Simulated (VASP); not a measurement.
# Cl (Cmce) in VASP: further runs, part 2 of 2

VASP 6.6.1.

## (4) Single point, r2SCAN (biaxial xy strain +4.7%)

File POSCAR:

```
Cl
1.0
    3.2708731548     -2.1007828437      0.0000000000
    3.2708731548      2.1007828437      0.0000000000
    0.0000000000      0.0000000000      8.1465598679
Cl
4
Direct
    0.8769287276      0.1230712724      0.6060634690
    0.1230712724      0.8769287276      0.3939365310
    0.6230712724      0.3769287276      0.1060634690
    0.3769287276      0.6230712724      0.8939365310
```

File INCAR.step1:

```
SYSTEM = Cl
PREC = Accurate
ENCUT = 520
ISMEAR = 0
SIGMA = 0.01
LREAL = .FALSE.
LASPH = .TRUE.
NELM = 100
NBANDS = 22
GGA = PE
ALGO = Normal
EDIFF = 1E-4
LWAVE = .TRUE.
LCHARG = .FALSE.
```

File INCAR.step2:

```
SYSTEM = Cl
PREC = Accurate
ENCUT = 520
EDIFF = 1E-6
ISMEAR = 0
SIGMA = 0.01
LREAL = .FALSE.
LASPH = .TRUE.
NELM = 100
ALGO = Normal
ISIF = 2
LWAVE = .FALSE.
LCHARG = .FALSE.
METAGGA = R2SCAN
LMIXTAU = .TRUE.
NBANDS = 22
ISTART = 1
```

File KPOINTS:

```
regular mesh
0
G
  8 8 4
  0 0 0
```

Potentials or basis: VASP PAW PBE potentials, release 64 (Cl).

Launch:

```sh
cat potpaw_PBE.64/Cl/POTCAR > POTCAR
cp INCAR.step1 INCAR
mpirun -np 1 vasp_std > vasp.out
cp INCAR.step2 INCAR
mpirun -np 1 vasp_std > vasp.out
```

OUTCAR:

```text
SYSTEM = Cl
   PREC = Accurate
   ENCUT = 520
   EDIFF = 1E-6
   ISMEAR = 0
   LREAL = .FALSE.
   LASPH = .TRUE.
   NELM = 100
   ISIF = 2
   METAGGA = R2SCAN
   ISTART = 1

 ion  position               nearest neighbor table
   1  0.877  0.123  0.606-   2 2.01
   2  0.123  0.877  0.394-   1 2.01
   3  0.623  0.377  0.106-   4 2.01
   4  0.377  0.623  0.894-   3 2.01

  LATTYP: Found a base centered orthorhombic cell.
 ALAT       =     4.2015656874
 B/A-ratio  =     1.5569782306
 C/A-ratio  =     1.9389343102

  Lattice vectors:

 A1 = (  -3.2708731548,  -2.1007828437,   0.0000000000)
 A2 = (   3.2708731548,  -2.1007828437,   0.0000000000)
 A3 = (   0.0000000000,   0.0000000000,   8.1465598679)

Analysis of symmetry for initial positions (statically):
=====================================================================
 Subroutine PRICEL returns:
 Original cell was already a primitive cell.

 Routine SETGRP: Setting up the symmetry group for a
 base centered orthorhombic supercell.

 Subroutine GETGRP returns: Found  8 space group operations
 (whereof  4 operations were pure point group operations)
 out of a pool of  8 trial point group operations.

The static configuration has the point symmetry C_2h.
 The point group associated with its full space group is D_2h.

Analysis of symmetry for dynamics (positions and initial velocities):
=====================================================================
 Subroutine PRICEL returns:
 Original cell was already a primitive cell.

 Routine SETGRP: Setting up the symmetry group for a
 base centered orthorhombic supercell.

 Subroutine GETGRP returns: Found  8 space group operations
 (whereof  4 operations were pure point group operations)
 out of a pool of  8 trial point group operations.

The dynamic configuration has the point symmetry C_2h.
 The point group associated with its full space group is D_2h.

 Subroutine INISYM returns: Found  8 space group operations
 (whereof  4 operations are pure point group operations),
 and found     1 'primitive' translations

----------------------------------------------------------------------------------------

                                     Primitive cell

  volume of cell :     111.9564

  direct lattice vectors                    reciprocal lattice vectors
     3.270873155 -2.100782844  0.000000000     0.152864381 -0.238006513  0.000000000
     3.270873155  2.100782844  0.000000000     0.152864381  0.238006513  0.000000000
     0.000000000  0.000000000  8.146559868     0.000000000  0.000000000  0.122751200

  length of vectors
     3.887402700  3.887402700  8.146559868     0.282868555  0.282868555  0.122751200

  position of ions in fractional coordinates (direct lattice)
     0.876928728  0.123071272  0.606063469
     0.123071272  0.876928728  0.393936531
     0.623071272  0.376928728  0.106063469
     0.376928728  0.623071272  0.893936531

  ion indices of the primitive-cell ions
   primitive index   ion index
                 1           1
                 2           2
                 3           3
                 4           4

----------------------------------------------------------------------------------------

 KPOINTS: regular mesh

Automatic generation of k-mesh.
 Grid dimensions read from file:
 generate k-points for:    8    8    4

 Generating k-lattice:

  Cartesian coordinates                     Fractional coordinates (reciprocal lattice)
     0.019108048 -0.029750814  0.000000000     0.125000000  0.000000000  0.000000000
     0.019108048  0.029750814  0.000000000     0.000000000  0.125000000  0.000000000
     0.000000000  0.000000000  0.030687800     0.000000000  0.000000000  0.250000000

  Length of vectors
     0.035358569  0.035358569  0.030687800

  Shift w.r.t. Gamma in fractional coordinates (k-lattice)
     0.000000000  0.000000000  0.000000000

 Subroutine IBZKPT returns following result:
 ===========================================

 Found     63 irreducible k-points:

 Following reciprocal coordinates:
            Coordinates               Weight
  0.000000  0.000000  0.000000      1.000000
  0.125000 -0.000000  0.000000      4.000000
  0.250000 -0.000000  0.000000      4.000000
  0.375000 -0.000000  0.000000      4.000000
  0.500000 -0.000000  0.000000      2.000000
  0.125000  0.125000  0.000000      2.000000
[... 16 lines left out ...]
  0.125000 -0.000000  0.250000      8.000000
  0.250000 -0.000000  0.250000      8.000000
 [... further k-points ...]
   k-points           NKPTS =     63   k-points in BZ     NKDIM =     63   number of bands    NBANDS=     22
   number of dos      NEDOS =    301   number of ions     NIONS =      4
   total plane-waves  NPLWV =  57600
   dimension x,y,z NGX =    30 NGY =   30 NGZ =   64
   dimension x,y,z NGXF=    60 NGYF=   60 NGZF=  128
   ions per type =               4
   NGX,Y,Z   is equivalent  to a cutoff of  12.83, 12.83, 13.06 a.u.
   NGXF,Y,Z  is equivalent  to a cutoff of  25.66, 25.66, 26.12 a.u.
 SYSTEM =  Cl
   PREC   = accura    normal or accurate (medium, high low for compatibility)
   ISTART =      1    job   : 0-new  1-cont  2-samecut
   ICHARG =      0    charge: 1-file 2-atom 10-const
   ISPIN  =      1    spin polarized calculation?
   LNONCOLLINEAR =      F non collinear calculations
   LSORBIT =      F    spin-orbit coupling
   LASPH  =      T    aspherical Exc in radial PAW
   ENCUT  =  520.0 eV  38.22 Ry    6.18 a.u.   7.23  7.23 15.15*2*pi/ulx,y,z
   NELM   =    100;   NELMIN=  2; NELMDL=  0     # of ELM steps
   EDIFF  = 0.1E-05   stopping-criterion for ELM
   LREAL  =      F    real-space projection
   EDIFFG = 0.1E-04   stopping-criterion for IOM
   NSW    =      0    number of steps for IOM
   IBRION =     -1    ionic relax: 0-MD 1-quasi-New 2-CG
   NFREE  =      0    steps in history (QN), initial steepest desc. (CG)
   ISIF   =      2    stress and relaxation
   ISYM   =      2    0-nonsym 1-usesym 2-fastsym
   POTIM  = 0.5000    time-step for ionic-motion
   TEBEG  =    0.0;   TEEND  =   0.0 temperature during run
   PSTRESS=    0.0 pullay stress
   NELECT =      28.0000    total number of electrons
   NUPDOWN=      -1.0000    fix difference up-down
   EMIN   =  10.00;   EMAX   =-10.00  energy-range for DOS
   EFERMI =   0.00;   METHOD = LEGACY
   ISMEAR =     0;   SIGMA  =   0.01  broadening in eV -4-tet -1-fermi 0-gaus
   EFERMI_NEDOS =   21; number of points for ismear=-14 and -15
   IALGO  =     38    algorithm
   IMIX   =      4    mixing-type and parameters
     AMIX     =   0.40;   BMIX     =  1.00
     AMIX_MAG =   1.60;   BMIX_MAG =  1.00
  volume/ion in A,a.u.               =      27.99       188.88
  Fermi-wavevector in a.u.,A,eV,Ry     =   1.031441  1.949141 14.474843  1.063871
  Thomas-Fermi vector in A             =   2.165589
   LORBIT       =      0    0 simple, 1 ext, 2 COOP (PROOUT), +10 PAW based schemes
   METAGGA = R2SCAN    functional components
   LHFCALC =     F    Hartree Fock is set to
   AEXX    =    0.0000 exact exchange contribution
   IVDW    =     0    specifies the selected vdW correction
   LEPSILON=     F    determine dielectric tensor
   LRPA    =     F    only Hartree local field effects (RPA)
 non-spin polarized calculation
 Gauss-broadening in eV      SIGMA  =   0.01
  energy-cutoff  :      520.00
  volume of cell :      111.96
 maximum number of plane-waves:      3038
 NGX is ok and might be reduce to    30
   NGX = 15   NGY = 15   NGZ = 31

 number of electron      27.9999994 magnetization

 Free energy of the ion-electron system (eV)
  ---------------------------------------------------
  ext. energy  EPLUGINS =         0.00000000
  ---------------------------------------------------
  free energy    TOTEN  =       -24.59905147 eV

  energy without entropy =      -24.59905147  energy(sigma->0) =      -24.59905147

 E-fermi :  -0.6556     XC(G=0):  -8.3441

 val. band max:       -0.7052720671   @ k =   0.0000   0.0000   0.0000
 cond. band min:       2.0746571954   @ k =   0.0000   0.0000   0.0000
 fundamental gap:      2.7799292625
 Fermi energy:        -0.6555768965

 k-point     1 :       0.0000    0.0000    0.0000
  band No.  band energies     occupation
      1     -18.1351      2.00000
      2     -17.8368      2.00000
      3     -14.0651      2.00000
      4     -13.2401      2.00000
      5      -6.4084      2.00000
      6      -5.1955      2.00000
[... 589 lines left out ...]
     21      10.3406      0.00000
     22      10.5837      0.00000

 [... further k-points ...]

------------------------ aborting loop because EDIFF is reached ----------------------------------------

  FORCE on cell =-STRESS in cart. coord.  units (eV):
  Direction    XX          YY          ZZ          XY          YZ          ZX
  --------------------------------------------------------------------------------------
  -------------------------------------------------------------------------------------
  Total       -0.1065283     -0.3092785     -0.6528346      0.0000000      0.0000000      0.0000000
  in kB       -1.5244971     -4.4259985     -9.3425329      0.0000000      0.0000000      0.0000000
  external PRESSURE =      -5.0976761 kB  Pullay stress =       0.0000000 kB

 VOLUME and BASIS-vectors are now :
 -----------------------------------------------------------------------------
  energy-cutoff  :      520.00
  volume of cell :      111.96
      direct lattice vectors                 reciprocal lattice vectors
     3.270873155 -2.100782844  0.000000000     0.152864381 -0.238006513  0.000000000
     3.270873155  2.100782844  0.000000000     0.152864381  0.238006513  0.000000000
     0.000000000  0.000000000  8.146559868     0.000000000  0.000000000  0.122751200

 POSITION                                       TOTAL-FORCE (eV/Angst)
 -----------------------------------------------------------------------------------
      3.27087     -1.58369      4.93733         0.000000     -0.118987     -0.197180
      3.27087      1.58369      3.20923         0.000000      0.118987      0.197180
      3.27087     -0.51709      0.86405         0.000000      0.118987     -0.197180
      3.27087      0.51709      7.28251         0.000000     -0.118987      0.197180
 -----------------------------------------------------------------------------------
    total drift:                               -0.000000     -0.000000     -0.000000

  FREE ENERGIE OF THE ION-ELECTRON SYSTEM (eV)
  ---------------------------------------------------
  free  energy   TOTEN  =       -24.5990514675 eV

  energy  without entropy=      -24.5990514675  energy(sigma->0) =      -24.59905147
```

Wall time 5.2 min (1 thread of AMD EPYC 9R45 (Zen 5), shared host); peak memory 0.26 GiB.

What came out:

| Item | Value |
| --- | --- |
| Free energy | -24.5991 eV |
| Pressure | -0.5 GPa |
| Largest force | 0.230 eV/Å |
| Band gap on the k mesh | 2.78 eV |

Forces on the atoms (eV/Å):
```
Cl   0.000 -0.119 -0.197
Cl   0.000  0.119  0.197
Cl   0.000  0.119 -0.197
Cl   0.000 -0.119  0.197
```

Caveat: the cell differs from its parent crystal (biaxial xy strain +4.7%); the PAW data sets were made with another functional, which shifts forces and pressure a little. A k mesh can miss the band edges.

## (5) Summary

```csv
cell,gap on the mesh (eV),pressure (GPa),largest force (eV/Å)
"a = 3.714, b = 3.714, c = 8.147 Å, angles 90.0, 90.0, 65.4°, 4 atoms, atomic positions A",2.60,0.3,0.23
"a = 3.767, b = 3.767, c = 8.147 Å, angles 90.0, 90.0, 67.9°, 4 atoms, atomic positions B",2.77,-0.2,0.23
"a = 3.887, b = 3.887, c = 8.147 Å, angles 90.0, 90.0, 65.4°, 4 atoms, atomic positions C",2.78,-0.5,0.23
```

Alike in all rows: task single point; level r2SCAN; potentials or basis VASP PAW PBE potentials, release 64 (Cl); no spin polarisation; k mesh 8 × 8 × 4; cutoff (eV) 520; smearing gaussian 0.01 eV.

Caveats: the PAW data sets were made with another functional, which shifts forces and pressure a little.

Total energies depend on the potentials used, so only differences within one code and one set of settings carry meaning.
